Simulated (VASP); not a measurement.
# YbSn2Au2: single point with r2SCAN

The system is YbSn2Au2.

```
CELL_PARAMETERS angstrom
0.00000 4.58470 0.00000
4.58470 0.00000 0.00000
2.29235 2.29235 -5.37395
ATOMIC_POSITIONS crystal
Au 0.75000 0.25000 0.50000
Au 0.25000 0.75000 0.50000
Yb 0.00000 0.00000 0.00000
Sn 0.37500 0.37500 0.25000
Sn 0.62500 0.62500 0.75000
```

```json
{"Program": "VASP 6.6.1", "Task": "single point", "Functional": "r2SCAN", "Potentials or basis": "VASP PAW PBE potentials, release 64 (Au, Yb, Sn_d)", "Cutoff": "520 eV", "k mesh": "6 × 6 × 6", "Occupations": "fermi-dirac, width 0.1 eV", "Spin": "no spin polarisation"}
```

```yaml
Pressure: 7.2 GPa
Largest_force: 0.436 eV/Å
Band_gap_on_the_k_mesh: zero (band 37 reaches 8.85 eV, above the bottom of band 38 at 7.17 eV)
```

Forces in eV/Å, atoms in the order of the input:
```
Au   0.000  0.000  0.000
Au   0.000  0.000  0.000
Yb   0.000  0.000  0.000
Sn   0.000  0.000  0.436
Sn   0.000  0.000 -0.436
```

Stress tensor (GPa, compression positive):
```
7.11 0.00 0.00
0.00 7.11 0.00
0.00 0.00 7.32
```

Levels at points of the mesh, in eV from the Fermi level:
| k point | band 33 | band 34 | band 35 | band 36 | band 37 | band 38 | band 39 | band 40 | band 41 | band 42 |
| --- | --- | --- | --- | --- | --- | --- | --- | --- | --- | --- |
| (0.00, 0.00, 0.00) | -0.51 | -0.48 | -0.48 | -0.47 | 0.32 | 0.43 | 1.21 | 1.21 | 2.28 | 3.50 |
| (0.50, 0.00, 0.00) | -0.49 | -0.48 | -0.48 | -0.46 | 0.95 | 1.58 | 1.78 | 2.06 | 2.47 | 3.05 |
| (0.50, 0.50, 0.00) | -0.51 | -0.51 | -0.49 | -0.49 | -0.47 | -0.46 | 2.51 | 2.69 | 3.03 | 4.54 |
| (0.00, 0.00, 0.50) | -0.50 | -0.49 | -0.44 | -0.44 | 0.55 | 2.25 | 2.39 | 3.28 | 3.28 | 3.36 |

Run time: 40 min on 1 thread of Oxide Virtual Turin-like Processor, on a shared host, peak memory 0.34 GiB.

Caveat: the PAW data sets were made with another functional, which shifts forces and pressure a little; spin-orbit coupling is left out, which moves the levels of the heavy elements; without U or exact exchange the open f shell lies at the Fermi level, which spoils levels, moments and volumes. Spin polarisation is off, so any magnetic state and its effect on volume and gap are missing.
